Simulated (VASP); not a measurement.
# ZnS (F-43m) in VASP: notebook, part 2 of 2

VASP 6.6.1. The steps go on from the part before.

## Step 4: Single point, LDA

This run uses another cell than the first one, of 16.92 Å³/atom, 1.037 times its volume.

The input, INCAR:

```
SYSTEM = ZnS
PREC = Accurate ; ENCUT = 520
EDIFF = 1E-7 ; ISMEAR = 0
SIGMA = 0.01 ; LREAL = .FALSE.
LASPH = .TRUE. ; NELM = 60
ALGO = Normal ; ISIF = 2
LWAVE = .FALSE. ; LCHARG = .TRUE.
GGA = CA ; LELF = .TRUE.
LVHAR = .TRUE. ; NBANDS = 16
```

The input, KPOINTS:

```
Automatic mesh
0
G
  8 8 8
  0 0 0
```

The input, POSCAR:

```
ZnS
1.0
    2.5670363427      2.5670363427      0.0000000000
   -2.5670363427      2.5670363427      0.0000000000
    0.0000000000      2.5670363427      2.5670363427
Zn S
1 1
Direct
    0.7500000000      0.2500000000      0.5000000000
    0.0000000000      0.0000000000      0.0000000000
```

Potentials or basis: VASP PAW LDA potentials, release 64 (Zn, S).

Launch:

```
$ cat potpaw_LDA.64/Zn/POTCAR potpaw_LDA.64/S/POTCAR > POTCAR
$ mpirun -np 1 vasp_std > vasp.out
```

OUTCAR:

```text
SYSTEM = ZnS
   PREC = Accurate
   ENCUT = 520
   EDIFF = 1E-7
   ISMEAR = 0
   LREAL = .FALSE.
   LASPH = .TRUE.
   NELM = 60
   ISIF = 2
   GGA = CA

 ion  position               nearest neighbor table
   1  0.750  0.250  0.500-   2 2.22   2 2.22   2 2.22   2 2.22
   2  0.000  0.000  0.000-   1 2.22   1 2.22   1 2.22   1 2.22

  LATTYP: Found a face centered cubic cell.
 ALAT       =     5.1340726854

  Lattice vectors:

 A1 = (   0.0000000000,   2.5670363427,   2.5670363427)
 A2 = (   2.5670363427,   0.0000000000,   2.5670363427)
 A3 = (   2.5670363427,   2.5670363427,   0.0000000000)

Analysis of symmetry for initial positions (statically):
=====================================================================
 Subroutine PRICEL returns:
 Original cell was already a primitive cell.

 Routine SETGRP: Setting up the symmetry group for a
 face centered cubic supercell.

 Subroutine GETGRP returns: Found 24 space group operations
 (whereof 24 operations were pure point group operations)
 out of a pool of 48 trial point group operations.

The static configuration has the point symmetry T_d .

Analysis of symmetry for dynamics (positions and initial velocities):
=====================================================================
 Subroutine PRICEL returns:
 Original cell was already a primitive cell.

 Routine SETGRP: Setting up the symmetry group for a
 face centered cubic supercell.

 Subroutine GETGRP returns: Found 24 space group operations
 (whereof 24 operations were pure point group operations)
 out of a pool of 48 trial point group operations.

The dynamic configuration has the point symmetry T_d .

 Subroutine INISYM returns: Found 24 space group operations
 (whereof 24 operations are pure point group operations),
 and found     1 'primitive' translations

----------------------------------------------------------------------------------------

                                     Primitive cell

  volume of cell :      33.8319

  direct lattice vectors                    reciprocal lattice vectors
     2.567036343  2.567036343  0.000000000     0.194777141  0.194777141 -0.194777141
    -2.567036343  2.567036343  0.000000000    -0.194777141  0.194777141 -0.194777141
     0.000000000  2.567036343  2.567036343     0.000000000  0.000000000  0.389554282

  length of vectors
     3.630337611  3.630337611  3.630337611     0.337363905  0.337363905  0.389554282

  position of ions in fractional coordinates (direct lattice)
     0.750000000  0.250000000  0.500000000
     0.000000000  0.000000000  0.000000000

  ion indices of the primitive-cell ions
   primitive index   ion index
                 1           1
                 2           2

----------------------------------------------------------------------------------------

 KPOINTS: Automatic mesh

Automatic generation of k-mesh.
 Grid dimensions read from file:
 generate k-points for:    8    8    8

 Generating k-lattice:

  Cartesian coordinates                     Fractional coordinates (reciprocal lattice)
     0.024347143  0.024347143 -0.024347143     0.125000000  0.000000000  0.000000000
    -0.024347143  0.024347143 -0.024347143     0.000000000  0.125000000  0.000000000
     0.000000000  0.000000000  0.048694285     0.000000000  0.000000000  0.125000000

  Length of vectors
     0.042170488  0.042170488  0.048694285

  Shift w.r.t. Gamma in fractional coordinates (k-lattice)
     0.000000000  0.000000000  0.000000000

 Subroutine IBZKPT returns following result:
 ===========================================

 Found     29 irreducible k-points:

 Following reciprocal coordinates:
            Coordinates               Weight
  0.000000  0.000000  0.000000      1.000000
  0.125000  0.000000  0.000000      8.000000
  0.250000  0.000000  0.000000      8.000000
  0.375000  0.000000  0.000000      8.000000
  0.500000  0.000000  0.000000      4.000000
  0.125000  0.125000  0.000000     12.000000
[... 16 lines left out ...]
  0.375000  0.250000  0.125000     48.000000
  0.500000  0.250000  0.125000     24.000000
 [... further k-points ...]
   k-points           NKPTS =     29   k-points in BZ     NKDIM =     29   number of bands    NBANDS=     16
   number of dos      NEDOS =    301   number of ions     NIONS =      2
   total plane-waves  NPLWV =  21952
   dimension x,y,z NGX =    28 NGY =   28 NGZ =   28
   dimension x,y,z NGXF=    56 NGYF=   56 NGZF=   56
   ions per type =               1   1
   NGX,Y,Z   is equivalent  to a cutoff of  12.82, 12.82, 12.82 a.u.
   NGXF,Y,Z  is equivalent  to a cutoff of  25.64, 25.64, 25.64 a.u.
 SYSTEM =  ZnS
   PREC   = accura    normal or accurate (medium, high low for compatibility)
   ISTART =      0    job   : 0-new  1-cont  2-samecut
   ICHARG =      2    charge: 1-file 2-atom 10-const
   ISPIN  =      1    spin polarized calculation?
   LNONCOLLINEAR =      F non collinear calculations
   LSORBIT =      F    spin-orbit coupling
   LASPH  =      T    aspherical Exc in radial PAW
   ENCUT  =  520.0 eV  38.22 Ry    6.18 a.u.   6.75  6.75  6.75*2*pi/ulx,y,z
   NELM   =     60;   NELMIN=  2; NELMDL= -5     # of ELM steps
   EDIFF  = 0.1E-06   stopping-criterion for ELM
   LREAL  =      F    real-space projection
   EDIFFG = 0.1E-05   stopping-criterion for IOM
   NSW    =      0    number of steps for IOM
   IBRION =     -1    ionic relax: 0-MD 1-quasi-New 2-CG
   NFREE  =      0    steps in history (QN), initial steepest desc. (CG)
   ISIF   =      2    stress and relaxation
   ISYM   =      2    0-nonsym 1-usesym 2-fastsym
   POTIM  = 0.5000    time-step for ionic-motion
   TEBEG  =    0.0;   TEEND  =   0.0 temperature during run
   PSTRESS=    0.0 pullay stress
   NELECT =      18.0000    total number of electrons
   NUPDOWN=      -1.0000    fix difference up-down
   EMIN   =  10.00;   EMAX   =-10.00  energy-range for DOS
   EFERMI =   0.00;   METHOD = LEGACY
   ISMEAR =     0;   SIGMA  =   0.01  broadening in eV -4-tet -1-fermi 0-gaus
   EFERMI_NEDOS =   21; number of points for ismear=-14 and -15
   IALGO  =     38    algorithm
   IMIX   =      4    mixing-type and parameters
     AMIX     =   0.40;   BMIX     =  1.00
     AMIX_MAG =   1.60;   BMIX_MAG =  1.00
  volume/ion in A,a.u.               =      16.92       114.15
  Fermi-wavevector in a.u.,A,eV,Ry     =   1.326550  2.506816 23.942650  1.759735
  Thomas-Fermi vector in A             =   2.455929
   LORBIT       =      0    0 simple, 1 ext, 2 COOP (PROOUT), +10 PAW based schemes
   GGA     = CA    functional components
   LHFCALC =     F    Hartree Fock is set to
   AEXX    =    0.0000 exact exchange contribution
   IVDW    =     0    specifies the selected vdW correction
   LEPSILON=     F    determine dielectric tensor
   LRPA    =     F    only Hartree local field effects (RPA)
 non-spin polarized calculation
 Gauss-broadening in eV      SIGMA  =   0.01
  energy-cutoff  :      520.00
  volume of cell :       33.83
 maximum number of plane-waves:       941
   NGX = 13   NGY = 13   NGZ = 13

 number of electron      17.9999995 magnetization

 Free energy of the ion-electron system (eV)
  ---------------------------------------------------
  ext. energy  EPLUGINS =         0.00000000
  ---------------------------------------------------
  free energy    TOTEN  =        -8.10557578 eV

  energy without entropy =       -8.10557578  energy(sigma->0) =       -8.10557578

 E-fermi :   3.6175     XC(G=0): -10.7597

 val. band max:        3.5178238028   @ k =   0.0000   0.0000   0.0000
 cond. band min:       6.1179199434   @ k =   0.0000   0.0000   0.0000
 fundamental gap:      2.6000961406
 Fermi energy:         3.6174855378

 k-point     1 :       0.0000    0.0000    0.0000
  band No.  band energies     occupation
      1     -10.7924      2.00000
      2      -3.7301      2.00000
      3      -3.7301      2.00000
      4      -3.7301      2.00000
      5      -3.0550      2.00000
      6      -3.0550      2.00000
[... 8 lines left out ...]
     15      15.4398      0.00000
     16      15.9159      0.00000
[... 419 lines left out ...]
 k-point    24 :       0.5000    0.2500    0.1250
  band No.  band energies     occupation
      1      -9.3173      2.00000
      2      -3.5888      2.00000
      3      -3.4956      2.00000
      4      -3.1820      2.00000
      5      -3.0413      2.00000
      6      -2.6982      2.00000
[... 8 lines left out ...]
     15      17.3859      0.00000
     16      18.4442      0.00000

 [... further k-points ...]

------------------------ aborting loop because EDIFF is reached ----------------------------------------

  FORCE on cell =-STRESS in cart. coord.  units (eV):
  Direction    XX          YY          ZZ          XY          YZ          ZX
  --------------------------------------------------------------------------------------
  -------------------------------------------------------------------------------------
  Total        2.1819403      2.1819403      2.1819403      0.0000000     -0.0000000      0.0000000
  in kB      103.3302324    103.3302324    103.3302324      0.0000000     -0.0000000      0.0000000
  external PRESSURE =     103.3302324 kB  Pullay stress =       0.0000000 kB

 VOLUME and BASIS-vectors are now :
 -----------------------------------------------------------------------------
  energy-cutoff  :      520.00
  volume of cell :       33.83
      direct lattice vectors                 reciprocal lattice vectors
     2.567036343  2.567036343  0.000000000     0.194777141  0.194777141 -0.194777141
    -2.567036343  2.567036343  0.000000000    -0.194777141  0.194777141 -0.194777141
     0.000000000  2.567036343  2.567036343     0.000000000  0.000000000  0.389554282

 POSITION                                       TOTAL-FORCE (eV/Angst)
 -----------------------------------------------------------------------------------
      1.28352      3.85055      1.28352        -0.000000     -0.000000      0.000000
      0.00000      0.00000      0.00000         0.000000      0.000000      0.000000
 -----------------------------------------------------------------------------------
    total drift:                               -0.000001      0.000000     -0.000000

  FREE ENERGIE OF THE ION-ELECTRON SYSTEM (eV)
  ---------------------------------------------------
  free  energy   TOTEN  =        -8.1055757792 eV

  energy  without entropy=       -8.1055757792  energy(sigma->0) =       -8.10557578
```

OSZICAR:

```text
N       E                     dE             d eps       ncg     rms          rms(c)
DAV:   1     0.835890479616E+02    0.83589E+02   -0.86194E+03   928   0.140E+03
DAV:   2    -0.341193121531E+01   -0.87001E+02   -0.81340E+02  1080   0.269E+02
DAV:   3    -0.853266223474E+01   -0.51207E+01   -0.51024E+01  1128   0.613E+01
DAV:   4    -0.857921823330E+01   -0.46556E-01   -0.46544E-01  1112   0.614E+00
DAV:   5    -0.857968251915E+01   -0.46429E-03   -0.46427E-03  1192   0.580E-01    0.923E+00
DAV:   6    -0.815077919922E+01    0.42890E+00   -0.79925E-01  1352   0.342E+01    0.697E+00
DAV:   7    -0.811322948930E+01    0.37550E-01   -0.27880E-01  1192   0.593E+00    0.322E+00
DAV:   8    -0.810627773585E+01    0.69518E-02   -0.79045E-03  1328   0.194E+00    0.712E-01
DAV:   9    -0.810556906589E+01    0.70867E-03   -0.17388E-03  1040   0.309E-01    0.703E-02
DAV:  10    -0.810557518170E+01   -0.61158E-05   -0.14297E-04  1144   0.105E-01    0.704E-02
DAV:  11    -0.810557640200E+01   -0.12203E-05   -0.12227E-05  1416   0.659E-02    0.353E-02
DAV:  12    -0.810557577459E+01    0.62740E-06   -0.18673E-06  1296   0.178E-02    0.569E-03
DAV:  13    -0.810557577922E+01   -0.46286E-08   -0.16272E-07   880   0.488E-03
   1 F= -.81055758E+01 E0= -.81055758E+01  d E =-.241578E-47
```

stdout:

```text
POSCAR found type information on POSCAR ZnS
 POSCAR found :  2 types and       2 ions
 scaLAPACK will be used
 LDA part: xc-table for (Slater(with rela. corr.)+CA(PZ))
 , standard interpolation
 POSCAR, INCAR and KPOINTS ok, starting setup
 FFT: planning ... GRIDC
 FFT: planning ... GRID_SOFT
 FFT: planning ... GRID
 WAVECAR not read
 entering main loop
```

It took 35 s on 1 thread of AMD EPYC 7R13, shared host; peak memory 0.11 GiB.

Results:

- Free energy: -8.1056 eV
- Pressure: 10.3 GPa
- Band gap on the k mesh: 2.60 eV, direct

Levels at points of the mesh, in eV from the valence-band top:
| k point | band 7 | band 8 | band 9 | band 10 | band 11 | band 12 |
| --- | --- | --- | --- | --- | --- | --- |
| (0.00, 0.00, 0.00) | 0.00 | 0.00 | 0.00 | 2.60 | 6.10 | 6.10 |
| (0.50, 0.00, 0.00) | -6.25 | -1.12 | -1.12 | 3.40 | 6.67 | 6.67 |
| (0.50, 0.50, 0.00) | -5.31 | -2.86 | -2.86 | 2.82 | 3.80 | 11.93 |

## Step 5: Single point, LDA

This run uses another cell than the first one, of 16.92 Å³/atom, 1.037 times its volume.

The input, INCAR:

```
PREC = Accurate
ENCUT = 520
EDIFF = 1E-6
ISMEAR = 0
SIGMA = 0.01
LREAL = False
LASPH = True
NELM = 80
ALGO = Normal
ISIF = 2
LWAVE = False
LCHARG = False
NBANDS = 16
```

The input, KPOINTS:

```
Automatic mesh
0
Gamma
  8 8 8
```

POSCAR is that of step 4.

Potentials or basis: VASP PAW LDA potentials, release 64 (Zn, S).

Launch:

```
$ cat potpaw_LDA.64/Zn/POTCAR potpaw_LDA.64/S/POTCAR > POTCAR
$ mpirun -np 1 vasp_std > vasp.out
```

OUTCAR:

```text
PREC = Accurate
   ENCUT = 520
   EDIFF = 1E-6
   ISMEAR = 0
   LREAL = False
   LASPH = True
   NELM = 80
   ISIF = 2

 ion  position               nearest neighbor table
   1  0.750  0.250  0.500-   2 2.22   2 2.22   2 2.22   2 2.22
   2  0.000  0.000  0.000-   1 2.22   1 2.22   1 2.22   1 2.22

  LATTYP: Found a face centered cubic cell.
 ALAT       =     5.1340726854

  Lattice vectors:

 A1 = (   0.0000000000,   2.5670363427,   2.5670363427)
 A2 = (   2.5670363427,   0.0000000000,   2.5670363427)
 A3 = (   2.5670363427,   2.5670363427,   0.0000000000)

Analysis of symmetry for initial positions (statically):
=====================================================================
 Subroutine PRICEL returns:
 Original cell was already a primitive cell.

 Routine SETGRP: Setting up the symmetry group for a
 face centered cubic supercell.

 Subroutine GETGRP returns: Found 24 space group operations
 (whereof 24 operations were pure point group operations)
 out of a pool of 48 trial point group operations.

The static configuration has the point symmetry T_d .

Analysis of symmetry for dynamics (positions and initial velocities):
=====================================================================
[... 161 lines left out ...]
 cond. band min:       6.1178378574   @ k =   0.0000   0.0000   0.0000
 fundamental gap:      2.6001005021
 Fermi energy:         3.6174001813

 k-point     1 :       0.0000    0.0000    0.0000
  band No.  band energies     occupation
      1     -10.7925      2.00000
      2      -3.7300      2.00000
      3      -3.7300      2.00000
      4      -3.7300      2.00000
      5      -3.0549      2.00000
      6      -3.0549      2.00000
[... 433 lines left out ...]
      3      -3.4955      2.00000
      4      -3.1819      2.00000
      5      -3.0413      2.00000
      6      -2.6981      2.00000
[... 8 lines left out ...]
     15      17.3859      0.00000
     16      18.4442      0.00000

 [... further k-points ...]

------------------------ aborting loop because EDIFF is reached ----------------------------------------

  FORCE on cell =-STRESS in cart. coord.  units (eV):
  Direction    XX          YY          ZZ          XY          YZ          ZX
  --------------------------------------------------------------------------------------
  -------------------------------------------------------------------------------------
  Total        2.1738806      2.1738806      2.1738806      0.0000000     -0.0000000      0.0000000
  in kB      102.9485494    102.9485494    102.9485494      0.0000000     -0.0000000      0.0000000
  external PRESSURE =     102.9485494 kB  Pullay stress =       0.0000000 kB

 VOLUME and BASIS-vectors are now :
 -----------------------------------------------------------------------------
  energy-cutoff  :      520.00
  volume of cell :       33.83
      direct lattice vectors                 reciprocal lattice vectors
     2.567036343  2.567036343  0.000000000     0.194777141  0.194777141 -0.194777141
    -2.567036343  2.567036343  0.000000000    -0.194777141  0.194777141 -0.194777141
     0.000000000  2.567036343  2.567036343     0.000000000  0.000000000  0.389554282

 POSITION                                       TOTAL-FORCE (eV/Angst)
 -----------------------------------------------------------------------------------
      1.28352      3.85055      1.28352         0.000000      0.000000      0.000000
      0.00000      0.00000      0.00000        -0.000000     -0.000000      0.000000
 -----------------------------------------------------------------------------------
    total drift:                               -0.000000      0.000000     -0.000000

  FREE ENERGIE OF THE ION-ELECTRON SYSTEM (eV)
  ---------------------------------------------------
  free  energy   TOTEN  =        -8.1055757564 eV

  energy  without entropy=       -8.1055757564  energy(sigma->0) =       -8.10557576
```

OSZICAR:

```text
N       E                     dE             d eps       ncg     rms          rms(c)
DAV:   1     0.835890479616E+02    0.83589E+02   -0.86194E+03   928   0.140E+03
DAV:   2    -0.341193121531E+01   -0.87001E+02   -0.81340E+02  1080   0.269E+02
DAV:   3    -0.853266223474E+01   -0.51207E+01   -0.51024E+01  1128   0.613E+01
DAV:   4    -0.857921823330E+01   -0.46556E-01   -0.46544E-01  1112   0.614E+00
DAV:   5    -0.857968251915E+01   -0.46429E-03   -0.46427E-03  1192   0.580E-01    0.923E+00
DAV:   6    -0.815077919922E+01    0.42890E+00   -0.79925E-01  1352   0.342E+01    0.697E+00
DAV:   7    -0.811322948930E+01    0.37550E-01   -0.27880E-01  1192   0.593E+00    0.322E+00
DAV:   8    -0.810627773585E+01    0.69518E-02   -0.79045E-03  1328   0.194E+00    0.712E-01
DAV:   9    -0.810556906589E+01    0.70867E-03   -0.17388E-03  1040   0.309E-01    0.703E-02
DAV:  10    -0.810557518170E+01   -0.61158E-05   -0.14297E-04  1144   0.105E-01    0.704E-02
DAV:  11    -0.810557640200E+01   -0.12203E-05   -0.12227E-05  1416   0.659E-02    0.353E-02
DAV:  12    -0.810557575638E+01    0.64562E-06   -0.16850E-06   848   0.178E-02
   1 F= -.81055758E+01 E0= -.81055758E+01  d E =-.241054E-47
```

Run time: 34 s. Hardware: 1 thread of AMD EPYC 7R13, shared host; peak memory 0.11 GiB.

What came out:

| Property | Result |
| --- | --- |
| Free energy | -8.1056 eV |
| Pressure | 10.3 GPa |
| Band gap on the k mesh | 2.60 eV, direct |

Levels at points of the mesh, in eV from the valence-band top:
| k point | band 7 | band 8 | band 9 | band 10 | band 11 | band 12 |
| --- | --- | --- | --- | --- | --- | --- |
| (0.00, 0.00, 0.00) | 0.00 | 0.00 | 0.00 | 2.60 | 6.10 | 6.10 |
| (0.50, 0.00, 0.00) | -6.25 | -1.12 | -1.12 | 3.40 | 6.67 | 6.67 |
| (0.50, 0.50, 0.00) | -5.31 | -2.86 | -2.86 | 2.82 | 3.80 | 11.93 |
